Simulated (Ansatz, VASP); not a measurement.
**TaN: VASP beside Ansatz**

```
Ta N
1.0
     5.02945    0.00000    0.00000
    -2.51472    4.35563    0.00000
     0.00000    0.00000    2.90800
Ta N
3 3
Direct
  0.00000 0.00000 0.00000
  0.33333 0.66667 0.50000
  0.66667 0.33333 0.50000
  0.50000 0.00000 0.00000
  0.50000 0.50000 0.00000
  0.00000 0.50000 0.00000
```

Change from the starting cell: equal xx and yy strain of -3 %, crystal datasets.

Alike in both runs: task electric field gradients; functional PBE; k mesh 5 × 5 × 8; occupations fermi-dirac, width 0.03 eV; no spin polarisation.

|  | VASP | Ansatz |
| --- | --- | --- |
| version | VASP 6.6.1 | Ansatz 0.2.0 |
| potentials or method | VASP PAW PBE potentials, release 64 (Ta_pv, N), cutoff 520 eV | all-electron PAW with datasets made for the crystal, scalar-relativistic |

```csv
,VASP,Ansatz,Ansatz less VASP
pressure (GPa),32.4,31.1,-1.31
"traceless stress, the component that is largest in VASP (GPa)",-3.62,-4.06,-0.440
size of Vzz on the site where it differs most (V/Å²),315.9,429.1,+113.21
```

Both programs put the cell under a high pressure, so it lies far from rest at this level. Ansatz ran all-electron here, and VASP with PAW potentials.

Spin-orbit coupling is off throughout.
